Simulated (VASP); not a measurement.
Write the native input for VASP 6.6.1 that does the following.

| Property | Result |
| --- | --- |
| Task | single point |
| Functional | BLYP |
| Potentials or basis | VASP PAW PBE potentials, release 64 (Bi_d) |
| Cutoff | 520 eV |
| k mesh | 9 × 9 × 9 |
| Occupations | fermi-dirac, width 0.05 eV |
| Spin | no spin polarisation |
| Dipole correction | no |
| Further INCAR settings | ALGO = Normal; EDIFF = 1e-06; NBANDS = 14 |

The structure of Bi lies in POSCAR:

```
Bi
1.0
   -1.9681319396      1.9681319396      1.9681319396
    1.9681319396     -1.9681319396      1.9681319396
    1.9681319396      1.9681319396     -1.9681319396
Bi
1
Direct
    0.0000000000      0.0000000000      0.0000000000
```

One way to write it, as run:

INCAR

```
PREC = Accurate ; ENCUT = 520
EDIFF = 1E-6 ; ISMEAR = -1
SIGMA = 0.05 ; LREAL = False
LASPH = True ; NELM = 60
ALGO = Normal ; ISIF = 2
LWAVE = False ; LCHARG = True
GGA = B5 ; ALDAX = 1.0
AGGAX = 1.0 ; AGGAC = 1.0
ALDAC = 0.0 ; LELF = True
LVHAR = True ; NBANDS = 14
```

KPOINTS

```
regular mesh
0
Gamma
  9 9 9
```

Potentials or basis: VASP PAW PBE potentials, release 64 (Bi_d).

Command:

```bash
$ cat potpaw_PBE.64/Bi_d/POTCAR > POTCAR
$ mpirun -np 1 vasp_std > vasp.out
```

It gave:

- Pressure: 6.5 GPa

Caveat: the PAW data sets were made with another functional, which shifts forces and pressure a little.

It took 16 s on 1 thread of AMD EPYC 9R45 96-Core Processor (Zen 5), on a shared host, peak memory 0.12 GiB.
